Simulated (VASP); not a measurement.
# InSe (Cm) in VASP: further runs

Runs on InSe. Level: PBEsol. Tasks: single point.

All numbers are computed with VASP 6.6.1; they aren't measurements. Logs are shortened: lines on timing, memory, paths and dates and some standing lists are left out, and cuts for length are marked.

## (1) The cell of the first run

It takes space group Cm (No. 8, monoclinic). Conventional cell: a = 11.750 Å, b = 4.111 Å, c = 4.564 Å, α = 90.00°, β = 110.64°, γ = 90.00°. In (site symmetry m) has 5 Se at 2.62 to 3.50 Å and 1 In at 2.78 Å within 3.5 Å. In (site symmetry m) has 5 Se at 2.67 to 3.56 Å and 3 In at 2.78 to 3.72 Å within 3.8 Å. Within 3.6 Å of Se (site symmetry m) lie 5 In at 2.62 to 3.56 Å and 3 Se at 3.40 to 3.58 Å. Within 3.6 Å of Se (site symmetry m) lie 5 In at 2.67 to 3.50 Å and 3 Se at 3.40 to 3.58 Å.

## (2) Single point, PBEsol (atom 1 (In) moved -0.080 Å along Cartesian [0 0 1])

INCAR reads:

```
PREC = Accurate
ENCUT = 520
EDIFF = 1E-7
ISMEAR = 0
SIGMA = 0.05
LREAL = F
LASPH = T
NELM = 60
ALGO = Normal
ISIF = 2
LWAVE = F
LCHARG = F
GGA = PS
NBANDS = 27
```

KPOINTS reads:

```
Automatic mesh
0
Gamma
  8 8 6
```

POSCAR reads:

```
InSe
1.0
    5.8749264423     -2.0552742521     -0.0052948673
    5.8749264423      2.0552742521     -0.0052948673
   -1.6051187023      0.0000000000      4.2720903652
In Se
2 2
Direct
    0.8832436525      0.8832436525      0.0103213949
    0.1141973411      0.1141973411      0.9709460661
    0.6547212217      0.6547212217      0.6374867706
    0.3452787783      0.3452787783      0.3625132294
```

Potentials or basis: VASP PAW PBE potentials, release 64 (In_d, Se).

Run with:

```
$ cat potpaw_PBE.64/In_d/POTCAR potpaw_PBE.64/Se/POTCAR > POTCAR
$ mpirun -np 1 vasp_std > vasp.out
```

OUTCAR:

```text
PREC = Accurate
   ENCUT = 520
   EDIFF = 1E-7
   ISMEAR = 0
   LREAL = F
   LASPH = T
   NELM = 60
   ISIF = 2
   GGA = PS

 ion  position               nearest neighbor table
   1  0.883  0.883  0.010-   3 2.62   4 2.74   4 2.74   2 2.78   2 3.72   2 3.72
   2  0.114  0.114  0.971-   4 2.67   3 2.70   3 2.70   1 2.78   1 3.72   1 3.72
   3  0.655  0.655  0.637-   1 2.62   2 2.70   2 2.70
   4  0.345  0.345  0.363-   2 2.67   1 2.74   1 2.74

  LATTYP: Found a base centered monoclinic cell.
 ALAT       =    11.7498576567
 B/A-ratio  =     0.3498381533
 C/A-ratio  =     0.3884028818
 COS(beta)  =    -0.3525595217

  Lattice vectors:

 A1 = (   5.8749264423,  -2.0552742521,  -0.0052948673)
 A2 = (   5.8749264423,   2.0552742521,  -0.0052948673)
 A3 = (  -1.6051187023,   0.0000000000,   4.2720903652)

Analysis of symmetry for initial positions (statically):
=====================================================================
 Subroutine PRICEL returns:
 Original cell was already a primitive cell.

 Routine SETGRP: Setting up the symmetry group for a
 base centered monoclinic supercell.

 Subroutine GETGRP returns: Found  2 space group operations
 (whereof  2 operations were pure point group operations)
 out of a pool of  4 trial point group operations.

The static configuration has the point symmetry C_1h.

Analysis of symmetry for dynamics (positions and initial velocities):
=====================================================================
 Subroutine PRICEL returns:
 Original cell was already a primitive cell.

 Routine SETGRP: Setting up the symmetry group for a
 base centered monoclinic supercell.

 Subroutine GETGRP returns: Found  2 space group operations
 (whereof  2 operations were pure point group operations)
 out of a pool of  4 trial point group operations.

The dynamic configuration has the point symmetry C_1h.

 Subroutine INISYM returns: Found  2 space group operations
 (whereof  2 operations are pure point group operations),
 and found     1 'primitive' translations

----------------------------------------------------------------------------------------

                                     Primitive cell

  volume of cell :     103.1325

  direct lattice vectors                    reciprocal lattice vectors
     5.874926442 -2.055274252 -0.005294867     0.085136278 -0.243276536  0.031987580
     5.874926442  2.055274252 -0.005294867     0.085136278  0.243276536  0.031987580
    -1.605118702  0.000000000  4.272090365     0.000211037  0.000000000  0.234156737

  length of vectors
     6.224061455  6.224061455  4.563678575     0.259720742  0.259720742  0.234156832

  position of ions in fractional coordinates (direct lattice)
     0.883243652  0.883243652  0.010321395
     0.114197341  0.114197341  0.970946066
     0.654721222  0.654721222  0.637486771
     0.345278778  0.345278778  0.362513229

  ion indices of the primitive-cell ions
   primitive index   ion index
                 1           1
                 2           2
                 3           3
                 4           4

----------------------------------------------------------------------------------------

 KPOINTS: Automatic mesh

Automatic generation of k-mesh.
 Grid dimensions read from file:
 generate k-points for:    8    8    6

 Generating k-lattice:

  Cartesian coordinates                     Fractional coordinates (reciprocal lattice)
     0.010642035 -0.030409567  0.003998447     0.125000000 -0.000000000  0.000000000
     0.010642035  0.030409567  0.003998447    -0.000000000  0.125000000  0.000000000
     0.000035173  0.000000000  0.039026123     0.000000000  0.000000000  0.166666667

  Length of vectors
     0.032465093  0.032465093  0.039026139

  Shift w.r.t. Gamma in fractional coordinates (k-lattice)
     0.000000000  0.000000000  0.000000000

 Subroutine IBZKPT returns following result:
 ===========================================

 Found    114 irreducible k-points:

 Following reciprocal coordinates:
            Coordinates               Weight
  0.000000  0.000000  0.000000      1.000000
  0.125000  0.000000  0.000000      4.000000
  0.250000  0.000000  0.000000      4.000000
  0.375000  0.000000  0.000000      4.000000
  0.500000  0.000000  0.000000      2.000000
  0.125000  0.125000  0.000000      2.000000
[... 16 lines left out ...]
  0.125000  0.000000  0.166667      4.000000
  0.250000  0.000000  0.166667      4.000000
 [... further k-points ...]
   k-points           NKPTS =    114   k-points in BZ     NKDIM =    114   number of bands    NBANDS=     27
   number of dos      NEDOS =    301   number of ions     NIONS =      4
   total plane-waves  NPLWV =  82944
   dimension x,y,z NGX =    48 NGY =   48 NGZ =   36
   dimension x,y,z NGXF=    96 NGYF=   96 NGZF=   72
   ions per type =               2   2
   NGX,Y,Z   is equivalent  to a cutoff of  12.82, 12.82, 13.11 a.u.
   NGXF,Y,Z  is equivalent  to a cutoff of  25.64, 25.64, 26.23 a.u.
 SYSTEM =  unknown system
   PREC   = accura    normal or accurate (medium, high low for compatibility)
   ISTART =      0    job   : 0-new  1-cont  2-samecut
   ICHARG =      2    charge: 1-file 2-atom 10-const
   ISPIN  =      1    spin polarized calculation?
   LNONCOLLINEAR =      F non collinear calculations
   LSORBIT =      F    spin-orbit coupling
   LASPH  =      T    aspherical Exc in radial PAW
   ENCUT  =  520.0 eV  38.22 Ry    6.18 a.u.  11.57 11.57  8.49*2*pi/ulx,y,z
   NELM   =     60;   NELMIN=  2; NELMDL= -5     # of ELM steps
   EDIFF  = 0.1E-06   stopping-criterion for ELM
   LREAL  =      F    real-space projection
   EDIFFG = 0.1E-05   stopping-criterion for IOM
   NSW    =      0    number of steps for IOM
   IBRION =     -1    ionic relax: 0-MD 1-quasi-New 2-CG
   NFREE  =      0    steps in history (QN), initial steepest desc. (CG)
   ISIF   =      2    stress and relaxation
   ISYM   =      2    0-nonsym 1-usesym 2-fastsym
   POTIM  = 0.5000    time-step for ionic-motion
   TEBEG  =    0.0;   TEEND  =   0.0 temperature during run
   PSTRESS=    0.0 pullay stress
   NELECT =      38.0000    total number of electrons
   NUPDOWN=      -1.0000    fix difference up-down
   EMIN   =  10.00;   EMAX   =-10.00  energy-range for DOS
   EFERMI =   0.00;   METHOD = LEGACY
   ISMEAR =     0;   SIGMA  =   0.05  broadening in eV -4-tet -1-fermi 0-gaus
   EFERMI_NEDOS =   21; number of points for ismear=-14 and -15
   IALGO  =     38    algorithm
   IMIX   =      4    mixing-type and parameters
     AMIX     =   0.40;   BMIX     =  1.00
     AMIX_MAG =   1.60;   BMIX_MAG =  1.00
  volume/ion in A,a.u.               =      25.78       173.99
  Fermi-wavevector in a.u.,A,eV,Ry     =   1.173647  2.217871 18.741310  1.377447
  Thomas-Fermi vector in A             =   2.310057
   LORBIT       =      0    0 simple, 1 ext, 2 COOP (PROOUT), +10 PAW based schemes
   GGA     = PS    functional components
   LHFCALC =     F    Hartree Fock is set to
   AEXX    =    0.0000 exact exchange contribution
   IVDW    =     0    specifies the selected vdW correction
   LEPSILON=     F    determine dielectric tensor
   LRPA    =     F    only Hartree local field effects (RPA)
 non-spin polarized calculation
 Gauss-broadening in eV      SIGMA  =   0.05
  energy-cutoff  :      520.00
  volume of cell :      103.13
 maximum number of plane-waves:      2803
 NGX is ok and might be reduce to    48
   NGX = 23   NGY = 23   NGZ = 17

 number of electron      38.0000001 magnetization

 Free energy of the ion-electron system (eV)
  ---------------------------------------------------
  ext. energy  EPLUGINS =         0.00000000
  ---------------------------------------------------
  free energy    TOTEN  =       -15.54032796 eV

  energy without entropy =      -15.54032796  energy(sigma->0) =      -15.54032796

 E-fermi :   5.1903     XC(G=0):  -9.8230

 val. band max:        4.9546956163   @ k =  -0.2500  -0.2500   0.3333
 cond. band min:       5.6258696583   @ k =   0.3750   0.3750   0.0000
 fundamental gap:      0.6711740420
 Fermi energy:         5.1902838107

 k-point     1 :       0.0000    0.0000    0.0000
  band No.  band energies     occupation
      1      -9.6946      2.00000
      2      -9.5919      2.00000
      3      -9.3490      2.00000
      4      -9.3369      2.00000
      5      -9.2984      2.00000
      6      -9.2951      2.00000
[... 19 lines left out ...]
     26      11.8801      0.00000
     27      13.6390      0.00000

 k-point     2 :       0.1250    0.0000    0.0000
  band No.  band energies     occupation
      1      -9.6910      2.00000
      2      -9.5877      2.00000
      3      -9.4001      2.00000
      4      -9.3285      2.00000
      5      -9.3120      2.00000
      6      -9.2838      2.00000
[... 19 lines left out ...]
     26      11.9042      0.00000
     27      13.5500      0.00000

 k-point     3 :       0.2500    0.0000    0.0000
  band No.  band energies     occupation
      1      -9.6832      2.00000
      2      -9.5869      2.00000
      3      -9.4620      2.00000
      4      -9.3462      2.00000
      5      -9.3096      2.00000
      6      -9.2883      2.00000
[... 19 lines left out ...]
     26      11.9135      0.00000
     27      12.8361      0.00000

 k-point     4 :       0.3750    0.0000    0.0000
  band No.  band energies     occupation
      1      -9.6787      2.00000
      2      -9.6056      2.00000
      3      -9.4693      2.00000
      4      -9.3805      2.00000
      5      -9.3059      2.00000
      6      -9.2933      2.00000
[... 19 lines left out ...]
     26      12.4456      0.00000
     27      13.1298      0.00000
[... 516 lines left out ...]
      4      -9.3338      2.00000
      5      -9.2993      2.00000
      6      -9.2976      2.00000
[... 19 lines left out ...]
     26      11.9070      0.00000
     27      12.8374      0.00000

 k-point    23 :       0.1250    0.0000    0.1667
  band No.  band energies     occupation
      1      -9.6971      2.00000
      2      -9.5880      2.00000
      3      -9.3991      2.00000
      4      -9.3232      2.00000
      5      -9.3145      2.00000
      6      -9.2820      2.00000
[... 19 lines left out ...]
     26      11.3879      0.00000
     27      13.3108      0.00000

 k-point    24 :       0.2500    0.0000    0.1667
  band No.  band energies     occupation
      1      -9.6962      2.00000
      2      -9.5913      2.00000
      3      -9.4570      2.00000
      4      -9.3472      2.00000
      5      -9.3043      2.00000
      6      -9.2935      2.00000
[... 19 lines left out ...]
     26      11.5681      0.00000
     27      12.6700      0.00000

 [... further k-points ...]

------------------------ aborting loop because EDIFF is reached ----------------------------------------

  FORCE on cell =-STRESS in cart. coord.  units (eV):
  Direction    XX          YY          ZZ          XY          YZ          ZX
  --------------------------------------------------------------------------------------
  -------------------------------------------------------------------------------------
  Total        0.3105272     -0.1833812     -0.1272481      0.0000000      0.0000000      0.3269286
  in kB        4.8240825     -2.8488511     -1.9768163      0.0000000      0.0000000      5.0788805
  external PRESSURE =      -0.0005283 kB  Pullay stress =       0.0000000 kB

 VOLUME and BASIS-vectors are now :
 -----------------------------------------------------------------------------
  energy-cutoff  :      520.00
  volume of cell :      103.13
      direct lattice vectors                 reciprocal lattice vectors
     5.874926442 -2.055274252 -0.005294867     0.085136278 -0.243276536  0.031987580
     5.874926442  2.055274252 -0.005294867     0.085136278  0.243276536  0.031987580
    -1.605118702  0.000000000  4.272090365     0.000211037  0.000000000  0.234156737

 POSITION                                       TOTAL-FORCE (eV/Angst)
 -----------------------------------------------------------------------------------
     10.36142      0.00000      0.03474         0.050387      0.000000      0.306314
     -0.21668      0.00000      4.14676         0.022577      0.000000      0.050617
      6.66964      0.00000      2.71647        -0.175764      0.000000     -0.179534
      3.47510      0.00000      1.54503         0.102801      0.000000     -0.177397
 -----------------------------------------------------------------------------------
    total drift:                               -0.000294      0.000000      0.000428

  FREE ENERGIE OF THE ION-ELECTRON SYSTEM (eV)
  ---------------------------------------------------
  free  energy   TOTEN  =       -15.5403279587 eV

  energy  without entropy=      -15.5403279587  energy(sigma->0) =      -15.54032796
```

It took 5 min on 1 thread of AMD EPYC 9R45 (Zen 5), shared host; peak memory 0.43 GiB.

What came out:

```
Free energy            : -15.5403 eV
Pressure               : 0.0 GPa
Largest force          : 0.310 eV/Å
Band gap on the k mesh : 0.67 eV (least direct gap 1.10 eV)
```

Forces in eV/Å, atoms in the order of the input:
```
In   0.050  0.000  0.306
In   0.023  0.000  0.051
Se  -0.176  0.000 -0.180
Se   0.103  0.000 -0.177
```

Caveat: the cell differs from its parent crystal (atom 1 (In) moved -0.080 Å along Cartesian [0 0 1]); the PAW data sets were made with another functional, which shifts forces and pressure a little; spin-orbit coupling is left out, which moves the levels of the heavy elements. A k mesh can miss the band edges.

## (3) Single point, PBEsol (atom 1 (In) moved +0.060 Å along Cartesian [0 0 1])

INCAR reads:

```
PREC = Accurate
ENCUT = 520
EDIFF = 1E-6
ISMEAR = 0
SIGMA = 0.05
LREAL = F
LASPH = T
NELM = 80
ALGO = Normal
ISIF = 2
LWAVE = F
LCHARG = F
GGA = PS
NBANDS = 27
```

KPOINTS reads:

```
regular mesh
0
Gamma
  8 8 6
```

Edit POSCAR of step 2 so:

```diff
@@ -8,3 +8,3 @@
 Direct
-    0.8832436525      0.8832436525      0.0103213949
+    0.8877219137      0.8877219137      0.0431033381
     0.1141973411      0.1141973411      0.9709460661
```

Potentials or basis: VASP PAW PBE potentials, release 64 (In_d, Se).

Run with:

```
$ cat potpaw_PBE.64/In_d/POTCAR potpaw_PBE.64/Se/POTCAR > POTCAR
$ mpirun -np 1 vasp_std > vasp.out
```

Wall time 4.5 min (1 thread of AMD EPYC 9R45 (Zen 5), shared host); peak memory 0.43 GiB.

It converged, with:

```yaml
Free_energy: -15.5450 eV
Pressure: 0.2 GPa
Largest_force: 0.252 eV/Å
Band_gap_on_the_k_mesh: 0.70 eV (least direct gap 1.00 eV)
```

Forces in eV/Å, atoms in the order of the input:
```
In   0.048  0.000 -0.247
In  -0.054  0.000 -0.026
Se   0.104  0.000  0.092
Se  -0.097  0.000  0.182
```

Stress tensor (GPa, compression positive):
```
-0.14  0.00 -0.33
 0.00  0.48  0.00
-0.33  0.00  0.29
```

Levels at points of the mesh, in eV from the valence-band top:
```tsv
k point	band 17	band 18	band 19	band 20	band 21	band 22
(0.00, 0.00, 0.00)	-2.44	-1.88	-1.60	2.57	3.28	3.72
(0.50, 0.00, 0.00)	-1.74	-1.54	-1.21	1.56	2.40	3.22
(0.50, 0.50, 0.00)	-1.27	-0.97	-0.43	1.01	2.53	2.61
(0.00, 0.00, 0.50)	-1.78	-1.33	-0.27	0.73	2.27	3.29
(0.50, 0.00, 0.50)	-2.72	-2.51	-1.94	2.06	2.92	4.23
(0.50, 0.50, 0.50)	-1.62	-1.23	-0.45	1.90	2.86	3.09
```

Caveat: the cell differs from its parent crystal (atom 1 (In) moved +0.060 Å along Cartesian [0 0 1]); the PAW data sets were made with another functional, which shifts forces and pressure a little; spin-orbit coupling is left out, which moves the levels of the heavy elements. A k mesh can miss the band edges.
